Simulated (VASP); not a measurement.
# KNi (P1) in VASP: further runs

The runs below take KNi through single point, with PBE, LDA.

Program: VASP 6.6.1. These are calculated values, not measurements. Logs are shortened: lines on timing, memory, paths and dates and some standing lists are left out, and cuts for length are marked.

### Step 1. The cell of the first run

The typed cell holds 2 atoms: a = 3.660 Å, b = 3.660 Å, c = 3.479 Å, α = 90.00°, β = 90.00°, γ = 90.00°.

### Step 2. Single point, PBE, collinear spin, ferromagnetic start

Contents of INCAR:

```
PREC     = Accurate       # precision mode
ENCUT    = 520            # plane-wave cutoff, eV
EDIFF    = 1E-6           # SCF threshold, eV
ISMEAR   = -1             # smearing method
SIGMA    = 0.05           # smearing width, eV
LREAL    = F              # projectors in reciprocal space
LASPH    = T              # aspherical terms in the spheres
NELM     = 150            # most SCF steps
ALGO     = Normal         # electronic algorithm
ISIF     = 2              # what is computed and relaxed
LWAVE    = F              # write WAVECAR
LCHARG   = T              # write CHGCAR
ISPIN    = 2              # spin polarisation
MAGMOM   = 0 1            # initial moments
LORBIT   = 11             # projections on sites
LMAXMIX  = 4              # l up to which the mixer works
GGA      = PE             # functional
LELF     = T              # ELF
LVHAR    = T            
NBANDS   = 20             # bands
```

Contents of KPOINTS:

```
Automatic mesh
0
Gamma
  5 5 6
```

Contents of POSCAR:

```
KNi
1.0
    3.6604778900      0.0000000000      0.0000000000
    0.0000000000      3.6604778900      0.0000000000
    0.0000000000      0.0000000000      3.4788877700
K Ni
1 1
Direct
   -0.0027010000     -0.0027880000      0.0025890000
    0.5056830000      0.5003780000      0.5263380000
```

Potentials or basis: VASP PAW PBE potentials, release 64 (K_sv, Ni).

Run with:

```sh
cat potpaw_PBE.64/K_sv/POTCAR potpaw_PBE.64/Ni/POTCAR > POTCAR
mpirun -np 1 vasp_std > vasp.out
```

OUTCAR:

```text
PREC = Accurate
   ENCUT = 520
   EDIFF = 1E-6
   ISMEAR = -1
   LREAL = F
   LASPH = T
   NELM = 150
   ISIF = 2
   ISPIN = 2
   LORBIT = 11
   GGA = PE

 ion  position               nearest neighbor table
   1  0.997  0.997  0.003-   2 3.05   2 3.06   2 3.08   2 3.10   2 3.14   2 3.15   2 3.18   2 3.19

   2  0.506  0.500  0.526-   1 3.05   1 3.06   1 3.08   1 3.10   1 3.14   1 3.15   1 3.18   1 3.19

  LATTYP: Found a simple tetragonal cell.
 ALAT       =     3.6604778900
 C/A-ratio  =     0.9503916905

  Lattice vectors:

 A1 = (   3.6604778900,   0.0000000000,   0.0000000000)
 A2 = (   0.0000000000,   3.6604778900,   0.0000000000)
 A3 = (   0.0000000000,   0.0000000000,   3.4788877700)

Analysis of symmetry for initial positions (statically):
=====================================================================
 Subroutine PRICEL returns:
 Original cell was already a primitive cell.

 Routine SETGRP: Setting up the symmetry group for a
 simple tetragonal supercell.

 Subroutine GETGRP returns: Found  1 space group operations
 (whereof  1 operations were pure point group operations)
 out of a pool of 16 trial point group operations.

The static configuration has the point symmetry C_1 .

Analysis of symmetry for dynamics (positions and initial velocities):
=====================================================================
 Subroutine PRICEL returns:
 Original cell was already a primitive cell.

 Routine SETGRP: Setting up the symmetry group for a
 simple tetragonal supercell.

 Subroutine GETGRP returns: Found  1 space group operations
 (whereof  1 operations were pure point group operations)
 out of a pool of 16 trial point group operations.

The dynamic configuration has the point symmetry C_1 .

Analysis of structural, dynamic, and magnetic symmetry:
=====================================================================
 Subroutine PRICEL returns:
 Original cell was already a primitive cell.

 Routine SETGRP: Setting up the symmetry group for a
 simple tetragonal supercell.

 Subroutine GETGRP returns: Found  1 space group operations
 (whereof  1 operations were pure point group operations)
 out of a pool of 16 trial point group operations.

The overall configuration has the point symmetry C_1 .

 Subroutine INISYM returns: Found  1 space group operations
 (whereof  1 operations are pure point group operations),
 and found     1 'primitive' translations

----------------------------------------------------------------------------------------

                                     Primitive cell

  volume of cell :      46.6140

  direct lattice vectors                    reciprocal lattice vectors
     3.660477890  0.000000000  0.000000000     0.273188373  0.000000000  0.000000000
     0.000000000  3.660477890  0.000000000     0.000000000  0.273188373  0.000000000
     0.000000000  0.000000000  3.478887770     0.000000000  0.000000000  0.287448192

  length of vectors
     3.660477890  3.660477890  3.478887770     0.273188373  0.273188373  0.287448192

  position of ions in fractional coordinates (direct lattice)
     0.997299000  0.997212000  0.002589000
     0.505683000  0.500378000  0.526338000

  ion indices of the primitive-cell ions
   primitive index   ion index
                 1           1
                 2           2

----------------------------------------------------------------------------------------

 KPOINTS: Automatic mesh

Automatic generation of k-mesh.
 Grid dimensions read from file:
 generate k-points for:    5    5    6

 Generating k-lattice:

  Cartesian coordinates                     Fractional coordinates (reciprocal lattice)
     0.054637675  0.000000000  0.000000000     0.200000000  0.000000000  0.000000000
     0.000000000  0.054637675  0.000000000     0.000000000  0.200000000  0.000000000
     0.000000000  0.000000000  0.047908032     0.000000000  0.000000000  0.166666667

  Length of vectors
     0.054637675  0.054637675  0.047908032

  Shift w.r.t. Gamma in fractional coordinates (k-lattice)
     0.000000000  0.000000000  0.000000000

 Subroutine IBZKPT returns following result:
 ===========================================

 Found     76 irreducible k-points:

 Following reciprocal coordinates:
            Coordinates               Weight
  0.000000  0.000000  0.000000      1.000000
  0.200000  0.000000  0.000000      2.000000
  0.000000  0.200000  0.000000      2.000000
  0.400000  0.000000  0.000000      2.000000
  0.000000  0.400000  0.000000      2.000000
  0.200000  0.200000  0.000000      2.000000
[... 16 lines left out ...]
  0.200000  0.200000  0.166667      2.000000
 -0.200000  0.200000  0.166667      2.000000
 [... further k-points ...]
   k-points           NKPTS =     76   k-points in BZ     NKDIM =     76   number of bands    NBANDS=     20
   number of dos      NEDOS =    301   number of ions     NIONS =      2
   total plane-waves  NPLWV =  21952
   dimension x,y,z NGX =    28 NGY =   28 NGZ =   28
   dimension x,y,z NGXF=    56 NGYF=   56 NGZF=   56
   ions per type =               1   1
   NGX,Y,Z   is equivalent  to a cutoff of  12.72, 12.72, 13.38 a.u.
   NGXF,Y,Z  is equivalent  to a cutoff of  25.43, 25.43, 26.76 a.u.
 SYSTEM =  unknown system
   PREC   = accura    normal or accurate (medium, high low for compatibility)
   ISTART =      0    job   : 0-new  1-cont  2-samecut
   ICHARG =      2    charge: 1-file 2-atom 10-const
   ISPIN  =      2    spin polarized calculation?
   LNONCOLLINEAR =      F non collinear calculations
   LSORBIT =      F    spin-orbit coupling
   LASPH  =      T    aspherical Exc in radial PAW
   ENCUT  =  520.0 eV  38.22 Ry    6.18 a.u.   6.81  6.81  6.47*2*pi/ulx,y,z
   NELM   =    150;   NELMIN=  2; NELMDL= -5     # of ELM steps
   EDIFF  = 0.1E-05   stopping-criterion for ELM
   LREAL  =      F    real-space projection
   EDIFFG = 0.1E-04   stopping-criterion for IOM
   NSW    =      0    number of steps for IOM
   IBRION =     -1    ionic relax: 0-MD 1-quasi-New 2-CG
   NFREE  =      0    steps in history (QN), initial steepest desc. (CG)
   ISIF   =      2    stress and relaxation
   ISYM   =      2    0-nonsym 1-usesym 2-fastsym
   POTIM  = 0.5000    time-step for ionic-motion
   TEBEG  =    0.0;   TEEND  =   0.0 temperature during run
   PSTRESS=    0.0 pullay stress
   NELECT =      19.0000    total number of electrons
   NUPDOWN=      -1.0000    fix difference up-down
   EMIN   =  10.00;   EMAX   =-10.00  energy-range for DOS
   EFERMI =   0.00;   METHOD = LEGACY
   ISMEAR =    -1;   SIGMA  =   0.05  broadening in eV -4-tet -1-fermi 0-gaus
   EFERMI_NEDOS =   21; number of points for ismear=-14 and -15
   IALGO  =     38    algorithm
   IMIX   =      4    mixing-type and parameters
     AMIX     =   0.40;   BMIX     =  1.00
     AMIX_MAG =   1.60;   BMIX_MAG =  1.00
  volume/ion in A,a.u.               =      23.31       157.28
  Fermi-wavevector in a.u.,A,eV,Ry     =   1.213819  2.293786 20.046242  1.473357
  Thomas-Fermi vector in A             =   2.349259
   LORBIT       =     11    0 simple, 1 ext, 2 COOP (PROOUT), +10 PAW based schemes
   GGA     = PE    functional components
   LHFCALC =     F    Hartree Fock is set to
   AEXX    =    0.0000 exact exchange contribution
   IVDW    =     0    specifies the selected vdW correction
   LEPSILON=     F    determine dielectric tensor
   LRPA    =     F    only Hartree local field effects (RPA)
 spin polarized calculation
  energy-cutoff  :      520.00
  volume of cell :       46.61
 maximum number of plane-waves:      1277
   NGX = 13   NGY = 13   NGZ = 13

 number of electron      19.0000004 magnetization       0.6035318

 Free energy of the ion-electron system (eV)
  ---------------------------------------------------
  ext. energy  EPLUGINS =         0.00000000
  ---------------------------------------------------
  free energy    TOTEN  =        -4.27138238 eV

  energy without entropy =       -4.24807367  energy(sigma->0) =       -4.25972802

 E-fermi :   2.3736     XC(G=0):  -9.2352

 val. band max:        2.3405089305   @ k =   0.4000   0.2000   0.0000
 cond. band min:       2.4036674587   @ k =   0.2000   0.4000  -0.1667
 fundamental gap:      0.0631585282
 Fermi energy:         2.3736019890

 spin component 1

 k-point     1 :       0.0000    0.0000    0.0000
  band No.  band energies     occupation
      1     -27.6564      1.00000
      2     -11.0243      1.00000
      3     -11.0241      1.00000
      4     -10.9632      1.00000
      5      -1.4712      1.00000
      6       0.7100      1.00000
[... 12 lines left out ...]
     19      15.5290      0.00000
     20      17.2644      0.00000

 k-point     2 :       0.2000    0.0000    0.0000
  band No.  band energies     occupation
      1     -27.6437      1.00000
      2     -11.1975      1.00000
      3     -11.0108      1.00000
      4     -10.9510      1.00000
      5      -0.9041      1.00000
      6       0.8176      1.00000
[... 498 lines left out ...]
 k-point    24 :      -0.2000    0.2000    0.1667
  band No.  band energies     occupation
      1     -27.6168      1.00000
      2     -11.1743      1.00000
      3     -11.1370      1.00000
      4     -11.0936      1.00000
      5      -0.0612      1.00000
      6       0.9542      1.00000
[... 12 lines left out ...]
     19      16.5736      0.00000
     20      17.0108      0.00000

 [... further k-points ...]

 spin component 2

 k-point     1 :       0.0000    0.0000    0.0000
  band No.  band energies     occupation
      1     -27.6624      1.00000
      2     -11.0314      1.00000
      3     -11.0311      1.00000
      4     -10.9714      1.00000
      5      -1.4394      1.00000
      6       1.6358      1.00000
[... 12 lines left out ...]
     19      15.6147      0.00000
     20      17.3189      0.00000

 k-point     2 :       0.2000    0.0000    0.0000
  band No.  band energies     occupation
      1     -27.6496      1.00000
      2     -11.2056      1.00000
      3     -11.0177      1.00000
      4     -10.9590      1.00000
      5      -0.8700      1.00000
      6       1.7058      1.00000
[... 498 lines left out ...]
 k-point    24 :      -0.2000    0.2000    0.1667
  band No.  band energies     occupation
      1     -27.6226      1.00000
      2     -11.1824      1.00000
      3     -11.1449      1.00000
      4     -11.1022      1.00000
      5      -0.0196      1.00000
      6       1.8684      0.99996
[... 12 lines left out ...]
     19      16.5982      0.00000
     20      17.0446      0.00000

 [... further k-points ...]
[... 5 lines left out ...]
  --------------------------------------------------------------------------------------
  -------------------------------------------------------------------------------------
  Total        1.4330395      1.4367628      0.8667531      0.0016812      0.0035560      0.0093605
  in kB       49.2552756     49.3832484     29.7913358      0.0577854      0.1222254      0.3217311
  external PRESSURE =      42.8099533 kB  Pullay stress =       0.0000000 kB

 VOLUME and BASIS-vectors are now :
 -----------------------------------------------------------------------------
  energy-cutoff  :      520.00
  volume of cell :       46.61
      direct lattice vectors                 reciprocal lattice vectors
     3.660477890  0.000000000  0.000000000     0.273188373  0.000000000  0.000000000
     0.000000000  3.660477890  0.000000000     0.000000000  0.273188373  0.000000000
     0.000000000  0.000000000  3.478887770     0.000000000  0.000000000  0.287448192

 POSITION                                       TOTAL-FORCE (eV/Angst)
 -----------------------------------------------------------------------------------
      3.65059      3.65027      0.00901         0.072170      0.027234      0.164076
      1.85104      1.83162      1.83107        -0.072170     -0.027234     -0.164076
 -----------------------------------------------------------------------------------
    total drift:                               -0.000283     -0.000093      0.000104

  FREE ENERGIE OF THE ION-ELECTRON SYSTEM (eV)
  ---------------------------------------------------
  free  energy   TOTEN  =        -4.2713823793 eV

  energy  without entropy=       -4.2480736656  energy(sigma->0) =       -4.25972802

 total charge

# of ion       s       p       d       tot
------------------------------------------
    1        1.986   5.571   0.069   7.626
    2        0.499   0.063   8.424   8.987
--------------------------------------------------
tot          2.486   5.634   8.493  16.613

 magnetization (x)

# of ion       s       p       d       tot
------------------------------------------
    1       -0.002   0.001  -0.006  -0.006
    2        0.024  -0.003   0.609   0.630
--------------------------------------------------
tot          0.023  -0.002   0.604   0.624
```

Run time: 4.3 min. Hardware: 1 thread of Oxide Virtual Turin-like, shared host; peak memory 0.21 GiB.

What came out:

```yaml
Free_energy: -4.2714 eV
Pressure: 4.3 GPa
Largest_force: 0.181 eV/Å
Net_moment: 0.60 μB per cell
Site_moments: K -0.01; Ni +0.63 μB
Valence_electrons_inside_the_program's_atomic_spheres: K 7.63; Ni 8.99
```

Forces on the atoms (eV/Å):
```
K    0.072  0.027  0.164
Ni  -0.072 -0.027 -0.164
```

(Part 1 of 2 ends here.)
